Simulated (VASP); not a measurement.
# SbTe2O (P-6m2) in VASP: further runs

The runs below take SbTe2O through single point, relaxation of cell and atoms, with PBE.

Everything below comes from runs of VASP 6.6.1. Logs are shortened: lines on timing, memory, paths and dates and some standing lists are left out, and cuts for length are marked.

## 1. The cell of the first run

Symmetry: P-6m2, No. 187, hexagonal system. Conventional cell: a = 4.031 Å, b = 4.031 Å, c = 6.887 Å, α = 90.00°, β = 90.00°, γ = 120.00°. Within 4.2 Å of Sb (site symmetry -6m2) lie 6 Te at 3.06 Å and 6 Sb at 4.03 Å and 6 O at 4.16 Å. Within 3.6 Å of Te (site symmetry 3m) lie 3 O at 2.74 Å and 1 Te at 2.91 Å and 3 Sb at 3.06 Å. O (site symmetry -6m2) has 6 Te at 2.74 Å within 3.6 Å.

The cell was generated, and may not be a known phase.

## 2. Single point, PBE

File INCAR:

```
ALGO = Normal
EDIFF = 1E-6
ENCUT = 520
GGA = PE
ISIF = 2
ISMEAR = 0
LASPH = True
LCHARG = False
LREAL = False
LWAVE = False
NBANDS = 20
NELM = 80
PREC = Accurate
SIGMA = 0.1
```

File KPOINTS:

```
k-points
0
Gamma
  6 6 4
```

File POSCAR:

```
SbTe2O
1.0
    4.0305952832      0.0000000025      0.0000000000
   -2.0152976438      3.4905979063      0.0000000000
    0.0000000000      0.0000000000      6.8874664735
Sb Te O
1 2 1
Direct
    0.6666666667      0.3333333333      0.5000000000
    0.0000000000      0.0000000000      0.2110983238
    0.0000000000      0.0000000000      0.7889016762
    0.3333333333      0.6666666667      0.0000000000
```

Potentials or basis: VASP PAW PBE potentials, release 64 (Sb, Te, O).

The run is started by

```
> cat potpaw_PBE.64/Sb/POTCAR potpaw_PBE.64/Te/POTCAR potpaw_PBE.64/O/POTCAR > POTCAR
> mpirun -np 1 vasp_std > vasp.out
```

OUTCAR:

```text
EDIFF = 1E-6
   ENCUT = 520
   GGA = PE
   ISIF = 2
   ISMEAR = 0
   LASPH = True
   LREAL = False
   NELM = 80
   PREC = Accurate

 ion  position               nearest neighbor table
   1  0.667  0.333  0.500-   2 3.06   3 3.06   2 3.06   3 3.06   2 3.06   3 3.06
   2  0.000  0.000  0.211-   4 2.74   4 2.74   4 2.74   3 2.91   1 3.06   1 3.06   1 3.06
   3  0.000  0.000  0.789-   4 2.74   4 2.74   4 2.74   2 2.91   1 3.06   1 3.06   1 3.06
   4  0.333  0.667  0.000-   2 2.74   3 2.74   2 2.74   3 2.74   2 2.74   3 2.74

  LATTYP: Found a hexagonal cell.
 ALAT       =     4.0305952832
 C/A-ratio  =     1.7087963414

  Lattice vectors:

 A1 = (   4.0305952832,   0.0000000025,   0.0000000000)
 A2 = (  -2.0152976438,   3.4905979063,   0.0000000000)
 A3 = (   0.0000000000,   0.0000000000,   6.8874664735)

Analysis of symmetry for initial positions (statically):
=====================================================================
 Subroutine PRICEL returns:
 Original cell was already a primitive cell.

 Routine SETGRP: Setting up the symmetry group for a
 hexagonal supercell.

 Subroutine GETGRP returns: Found 12 space group operations
 (whereof 12 operations were pure point group operations)
 out of a pool of 24 trial point group operations.

The static configuration has the point symmetry D_3h.

Analysis of symmetry for dynamics (positions and initial velocities):
=====================================================================
 Subroutine PRICEL returns:
 Original cell was already a primitive cell.

 Routine SETGRP: Setting up the symmetry group for a
 hexagonal supercell.

 Subroutine GETGRP returns: Found 12 space group operations
 (whereof 12 operations were pure point group operations)
 out of a pool of 24 trial point group operations.

The dynamic configuration has the point symmetry D_3h.

 Subroutine INISYM returns: Found 12 space group operations
 (whereof 12 operations are pure point group operations),
 and found     1 'primitive' translations

----------------------------------------------------------------------------------------

                                     Primitive cell

  volume of cell :      96.9011

  direct lattice vectors                    reciprocal lattice vectors
     4.030595283  0.000000003  0.000000000     0.248102310  0.143241936  0.000000000
    -2.015297644  3.490597906  0.000000000    -0.000000000  0.286483871  0.000000000
     0.000000000  0.000000000  6.887466473     0.000000000  0.000000000  0.145191269

  length of vectors
     4.030595283  4.030595283  6.887466473     0.286483871  0.286483871  0.145191269

  position of ions in fractional coordinates (direct lattice)
     0.666666667  0.333333333  0.500000000
     0.000000000  0.000000000  0.211098324
     0.000000000  0.000000000  0.788901676
     0.333333333  0.666666667  0.000000000

  ion indices of the primitive-cell ions
   primitive index   ion index
                 1           1
                 2           2
                 3           3
                 4           4

----------------------------------------------------------------------------------------

 KPOINTS: k-points

Automatic generation of k-mesh.
 Grid dimensions read from file:
 generate k-points for:    6    6    4

 Generating k-lattice:

  Cartesian coordinates                     Fractional coordinates (reciprocal lattice)
     0.041350385  0.023873656  0.000000000     0.166666667 -0.000000000  0.000000000
    -0.000000000  0.047747312  0.000000000     0.000000000  0.166666667  0.000000000
     0.000000000  0.000000000  0.036297817     0.000000000  0.000000000  0.250000000

  Length of vectors
     0.047747312  0.047747312  0.036297817

  Shift w.r.t. Gamma in fractional coordinates (k-lattice)
     0.000000000  0.000000000  0.000000000

 Subroutine IBZKPT returns following result:
 ===========================================

 Found     21 irreducible k-points:

 Following reciprocal coordinates:
            Coordinates               Weight
  0.000000  0.000000  0.000000      1.000000
  0.166667  0.000000  0.000000      6.000000
  0.333333  0.000000  0.000000      6.000000
  0.500000  0.000000  0.000000      3.000000
  0.166667  0.166667  0.000000      6.000000
  0.333333  0.166667  0.000000     12.000000
[... 13 lines left out ...]
  0.333333  0.166667  0.500000     12.000000
  0.333333  0.333333  0.500000      2.000000
   k-points           NKPTS =     21   k-points in BZ     NKDIM =     21   number of bands    NBANDS=     20
   number of dos      NEDOS =    301   number of ions     NIONS =      4
   total plane-waves  NPLWV =  48600
   dimension x,y,z NGX =    30 NGY =   30 NGZ =   54
   dimension x,y,z NGXF=    60 NGYF=   60 NGZF=  108
   ions per type =               1   2   1
   NGX,Y,Z   is equivalent  to a cutoff of  12.37, 12.37, 13.03 a.u.
   NGXF,Y,Z  is equivalent  to a cutoff of  24.75, 24.75, 26.07 a.u.
 SYSTEM =  unknown system
   PREC   = accura    normal or accurate (medium, high low for compatibility)
   ISTART =      0    job   : 0-new  1-cont  2-samecut
   ICHARG =      2    charge: 1-file 2-atom 10-const
   ISPIN  =      1    spin polarized calculation?
   LNONCOLLINEAR =      F non collinear calculations
   LSORBIT =      F    spin-orbit coupling
   LASPH  =      T    aspherical Exc in radial PAW
   ENCUT  =  520.0 eV  38.22 Ry    6.18 a.u.   7.49  7.49 12.81*2*pi/ulx,y,z
   NELM   =     80;   NELMIN=  2; NELMDL= -5     # of ELM steps
   EDIFF  = 0.1E-05   stopping-criterion for ELM
   LREAL  =      F    real-space projection
   EDIFFG = 0.1E-04   stopping-criterion for IOM
   NSW    =      0    number of steps for IOM
   IBRION =     -1    ionic relax: 0-MD 1-quasi-New 2-CG
   NFREE  =      0    steps in history (QN), initial steepest desc. (CG)
   ISIF   =      2    stress and relaxation
   ISYM   =      2    0-nonsym 1-usesym 2-fastsym
   POTIM  = 0.5000    time-step for ionic-motion
   TEBEG  =    0.0;   TEEND  =   0.0 temperature during run
   PSTRESS=    0.0 pullay stress
   NELECT =      23.0000    total number of electrons
   NUPDOWN=      -1.0000    fix difference up-down
   EMIN   =  10.00;   EMAX   =-10.00  energy-range for DOS
   EFERMI =   0.00;   METHOD = LEGACY
   ISMEAR =     0;   SIGMA  =   0.10  broadening in eV -4-tet -1-fermi 0-gaus
   EFERMI_NEDOS =   21; number of points for ismear=-14 and -15
   IALGO  =     38    algorithm
   IMIX   =      4    mixing-type and parameters
     AMIX     =   0.40;   BMIX     =  1.00
     AMIX_MAG =   1.60;   BMIX_MAG =  1.00
  volume/ion in A,a.u.               =      24.23       163.48
  Fermi-wavevector in a.u.,A,eV,Ry     =   1.013619  1.915462 13.978936  1.027423
  Thomas-Fermi vector in A             =   2.146798
   LORBIT       =      0    0 simple, 1 ext, 2 COOP (PROOUT), +10 PAW based schemes
   GGA     = PE    functional components
   LHFCALC =     F    Hartree Fock is set to
   AEXX    =    0.0000 exact exchange contribution
   IVDW    =     0    specifies the selected vdW correction
   LEPSILON=     F    determine dielectric tensor
   LRPA    =     F    only Hartree local field effects (RPA)
 non-spin polarized calculation
 Gauss-broadening in eV      SIGMA  =   0.10
  energy-cutoff  :      520.00
  volume of cell :       96.90
 maximum number of plane-waves:      2628
 NGX is ok and might be reduce to    30
   NGX = 15   NGY = 15   NGZ = 25

 number of electron      23.0000002 magnetization

 Free energy of the ion-electron system (eV)
  ---------------------------------------------------
  ext. energy  EPLUGINS =         0.00000000
  ---------------------------------------------------
  free energy    TOTEN  =       -14.43750778 eV

  energy without entropy =      -14.41639877  energy(sigma->0) =      -14.42695328

 E-fermi :   6.8784     XC(G=0):  -9.8347

 val. band max:        6.8688719665   @ k =   0.0000   0.0000   0.5000
 cond. band min:       6.8917224728   @ k =   0.3333   0.0000   0.2500
 fundamental gap:      0.0228505063
 Fermi energy:         6.8784454503

 k-point     1 :       0.0000    0.0000    0.0000
  band No.  band energies     occupation
      1     -10.2578      2.00000
      2      -6.0805      2.00000
      3      -4.5415      2.00000
      4      -1.7673      2.00000
      5       3.9536      2.00000
      6       3.9536      2.00000
[... 12 lines left out ...]
     19      13.2820      0.00000
     20      13.7048      0.00000

 k-point     2 :       0.1667    0.0000    0.0000
  band No.  band energies     occupation
      1     -10.1764      2.00000
      2      -5.9216      2.00000
      3      -4.3300      2.00000
      4      -1.9299      2.00000
      5       3.2494      2.00000
      6       3.6099      2.00000
[... 12 lines left out ...]
     19      13.8995      0.00000
     20      14.4459      0.00000

 k-point     3 :       0.3333    0.0000    0.0000
  band No.  band energies     occupation
      1     -10.0047      2.00000
      2      -5.5527      2.00000
      3      -3.8193      2.00000
      4      -2.2437      2.00000
      5       1.4893      2.00000
      6       2.7436      2.00000
[... 12 lines left out ...]
     19      14.3690      0.00000
     20      15.6578      0.00000

 k-point     4 :       0.5000    0.0000    0.0000
  band No.  band energies     occupation
      1      -9.9140      2.00000
      2      -5.3318      2.00000
      3      -3.4935      2.00000
      4      -2.3956      2.00000
      5       0.7481      2.00000
      6       1.9286      2.00000
[... 360 lines left out ...]
 k-point    20 :       0.3333    0.1667    0.5000
  band No.  band energies     occupation
      1      -9.9139      2.00000
      2      -4.9097      2.00000
      3      -4.4231      2.00000
      4      -2.0431      2.00000
      5       1.7927      2.00000
      6       2.4533      2.00000
[... 12 lines left out ...]
     19      14.9188      0.00000
     20      15.5770      0.00000

 k-point    21 :       0.3333    0.3333    0.5000
  band No.  band energies     occupation
      1      -9.8704      2.00000
      2      -4.9063      2.00000
      3      -3.9657      2.00000
      4      -2.4353      2.00000
      5       1.4546      2.00000
      6       1.8103      2.00000
[... 12 lines left out ...]
     19      14.3222      0.00000
     20      14.4851      0.00000

------------------------ aborting loop because EDIFF is reached ----------------------------------------

  FORCE on cell =-STRESS in cart. coord.  units (eV):
  Direction    XX          YY          ZZ          XY          YZ          ZX
  --------------------------------------------------------------------------------------
  -------------------------------------------------------------------------------------
  Total       -0.1096795     -0.1096795      0.0372560      0.0000000      0.0000000     -0.0000000
  in kB       -1.8134582     -1.8134582      0.6159972      0.0000000      0.0000000     -0.0000000
  external PRESSURE =      -1.0036397 kB  Pullay stress =       0.0000000 kB

 VOLUME and BASIS-vectors are now :
 -----------------------------------------------------------------------------
  energy-cutoff  :      520.00
  volume of cell :       96.90
      direct lattice vectors                 reciprocal lattice vectors
     4.030595283  0.000000003  0.000000000     0.248102310  0.143241936  0.000000000
    -2.015297644  3.490597906  0.000000000    -0.000000000  0.286483871  0.000000000
     0.000000000  0.000000000  6.887466473     0.000000000  0.000000000  0.145191269

 POSITION                                       TOTAL-FORCE (eV/Angst)
 -----------------------------------------------------------------------------------
      2.01530      1.16353      3.44373         0.000000      0.000000      0.000000
      0.00000      0.00000      1.45393        -0.000000     -0.000000     -0.017509
      0.00000      0.00000      5.43353        -0.000000      0.000000      0.017509
     -0.00000      2.32707      0.00000         0.000000     -0.000000      0.000000
 -----------------------------------------------------------------------------------
    total drift:                                0.000000     -0.000000     -0.000000

  FREE ENERGIE OF THE ION-ELECTRON SYSTEM (eV)
  ---------------------------------------------------
  free  energy   TOTEN  =       -14.4375077826 eV

  energy  without entropy=      -14.4163987715  energy(sigma->0) =      -14.42695328
```

It took 32 s on 1 thread of Intel Xeon Platinum 8488C (Sapphire Rapids), shared host; peak memory 0.23 GiB.

What came out:

| Item | Value |
| --- | --- |
| Free energy | -14.4375 eV |
| Pressure | -0.1 GPa |
| Largest force | 0.018 eV/Å |
| Band gap on the k mesh | zero (an odd number of electrons rules out a gap without spin polarisation) |

Forces on the atoms (eV/Å):
```
Sb   0.000  0.000  0.000
Te   0.000  0.000 -0.018
Te   0.000  0.000  0.018
O    0.000  0.000  0.000
```

Levels at points of the mesh, in eV from the Fermi level:
| k point | band 7 | band 8 | band 9 | band 10 | band 11 | band 12 | band 13 | band 14 | band 15 | band 16 |
| --- | --- | --- | --- | --- | --- | --- | --- | --- | --- | --- |
| (0.00, 0.00, 0.00) | -2.43 | -1.67 | -1.02 | -1.02 | -0.15 | 0.14 | 0.14 | 1.81 | 1.81 | 3.64 |
| (0.50, 0.00, 0.00) | -4.02 | -2.25 | -1.65 | -1.43 | -1.14 | -0.77 | 1.07 | 1.45 | 2.95 | 3.76 |
| (0.00, 0.00, 0.50) | -2.85 | -1.85 | -1.09 | -1.09 | -0.01 | -0.01 | 1.53 | 1.82 | 1.82 | 2.28 |
| (0.50, 0.00, 0.50) | -3.79 | -3.69 | -3.03 | -2.63 | -0.49 | 0.45 | 1.02 | 1.82 | 2.24 | 2.81 |

Caveat: spin-orbit coupling is left out, which moves the levels of the heavy elements; an odd number of electrons without spin polarisation forces a metal; a magnetic or distorted state may lie lower.

## 3. Single point, PBE

This run uses another cell than the first one, of 26.16 Å³/atom.

File INCAR:

```
SYSTEM = SbTe2O
PREC     = Accurate       ! precision mode
ENCUT    = 520            ! plane-wave cutoff, eV
EDIFF    = 1E-6           ! SCF threshold, eV
ISMEAR   = 0              ! smearing method
SIGMA    = 0.1            ! smearing width, eV
LREAL    = .FALSE.        ! projectors in reciprocal space
LASPH    = .TRUE.         ! aspherical terms in the spheres
NELM     = 60             ! most SCF steps
ALGO     = Normal         ! electronic algorithm
ISIF     = 2              ! what is computed and relaxed
LWAVE    = .FALSE.        ! write WAVECAR
LCHARG   = .TRUE.         ! write CHGCAR
GGA      = PE             ! functional
LELF     = .TRUE.         ! ELF
LVHAR    = .TRUE.       
NBANDS   = 20             ! bands
```

File KPOINTS:

```
Automatic mesh
0
G
  6 6 4
  0 0 0
```

File POSCAR:

```
SbTe2O
1.0
    4.5693620300      0.0000000000      0.0000000000
   -2.2846810200      3.9571836000      0.0000000000
    0.0000000000      0.0000000000      5.7860244100
Sb Te O
1 2 1
Direct
    0.6666666700      0.3333333300      0.5000000000
    0.0000000000      0.0000000000      0.2501881100
    0.0000000000      0.0000000000      0.7498118900
    0.3333333300      0.6666666700      0.0000000000
```

Potentials or basis: VASP PAW PBE potentials, release 64 (Sb, Te, O).

The run is started by

```
> cat potpaw_PBE.64/Sb/POTCAR potpaw_PBE.64/Te/POTCAR potpaw_PBE.64/O/POTCAR > POTCAR
> mpirun -np 1 vasp_std > vasp.out
```

Wall time 36 s (1 thread of Intel Xeon Platinum 8488C (Sapphire Rapids), shared host); peak memory 0.26 GiB.

The run converged. Its results:

* Free energy: -13.3814 eV
* Pressure: 2.7 GPa
* Largest force: 1.736 eV/Å
* Band gap on the k mesh: zero (an odd number of electrons rules out a gap without spin polarisation)

Forces in eV/Å, atoms in the order of the input:
```
Sb   0.000  0.000  0.000
Te   0.000  0.000 -1.736
Te   0.000  0.000  1.736
O    0.000  0.000  0.000
```

Stress tensor (GPa, compression positive):
```
-0.70  0.00  0.00
 0.00 -0.70  0.00
 0.00  0.00  9.48
```

Levels at points of the mesh, in eV from the Fermi level:
```tsv
k point	band 9	band 10	band 11	band 12	band 13	band 14	band 15	band 16
(0.00, 0.00, 0.00)	-1.56	-1.02	-0.22	-0.22	0.49	1.09	1.09	4.79
(0.50, 0.00, 0.00)	-1.18	-1.02	-0.92	-0.66	1.81	2.98	3.28	4.72
(0.00, 0.00, 0.50)	-2.22	-2.11	-0.28	-0.28	-0.11	0.79	0.79	1.20
(0.50, 0.00, 0.50)	-1.84	-1.79	-0.02	0.19	0.40	2.27	2.82	3.64
```

Caveat: the stress differs along the axes, from -1 to 9 GPa; spin-orbit coupling is left out, which moves the levels of the heavy elements; an odd number of electrons without spin polarisation forces a metal; a magnetic or distorted state may lie lower.

(Continued in part 2 of 2.)

The gap in the log of VASP goes by the Fermi energy; the results here count the filled bands.